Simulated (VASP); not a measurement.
**SnSe: relaxation of cell and atoms with PBEsol**

The system is SnSe.

```
CELL_PARAMETERS angstrom
0.00000 2.97275 2.97275
2.97275 0.00000 2.97275
2.97275 2.97275 0.00000
ATOMIC_POSITIONS crystal
Sn 0.00000 0.00000 0.00000
Se 0.50000 0.50000 0.50000
```

* Program: VASP 6.6.1
* Task: relaxation of cell and atoms
* Functional: PBEsol
* Potentials or basis: VASP PAW PBE potentials, release 64 (Sn_d, Se)
* Cutoff: 600 eV
* k mesh: 8 × 8 × 8
* Occupations: gaussian, width 0.01 eV
* Spin: no spin polarisation
* Dipole correction: no
* Further INCAR settings: ALGO = Normal; EDIFF = 1e-06; IBRION = 2; EDIFFG = -0.001; NSW = 80; ISIF = 3

The relaxed volume is 26.29 Å³/atom. The relaxed cell is a = 4.205 Å, b = 4.205 Å, c = 4.205 Å, α = 60.00°, β = 60.00°, γ = 60.00° and the space group after relaxing (to 0.05 Å) is Fm-3m (No. 225). The energy gained by relaxing is 0.0 meV/atom, the ionic steps are 6 and the pressure after relaxing is 0.0 GPa. The band gap on the k mesh is 0.75 eV, indirect (least direct gap 0.82 eV).

Final structure:
```
Sn Se
1.0
     0.00000    2.97356    2.97356
     2.97356    0.00000    2.97356
     2.97356    2.97356    0.00000
Sn Se
1 1
Cartesian
  0.0000 0.0000 0.0000
  2.9736 2.9736 2.9736
```

Levels at points of the mesh, in eV from the valence-band top:
```csv
k point,band 8,band 9,band 10,band 11,band 12,band 13
"(0.00, 0.00, 0.00)",-2.18,-2.18,-2.18,4.53,4.53,4.53
"(0.50, 0.00, 0.00)",-1.92,-1.92,0.00,0.82,1.30,1.30
"(0.50, 0.50, 0.00)",-5.65,-3.71,-3.71,2.91,5.64,5.64
```

Wall time 42 s on 1 thread of Intel(R) Xeon(R) Platinum 8488C (Sapphire Rapids) (shared host), peak memory 0.22 GiB.

Caveat: the PAW data sets were made with another functional, which shifts forces and pressure a little; spin-orbit coupling is left out, which moves the levels of the heavy elements. A k mesh can miss the band edges.
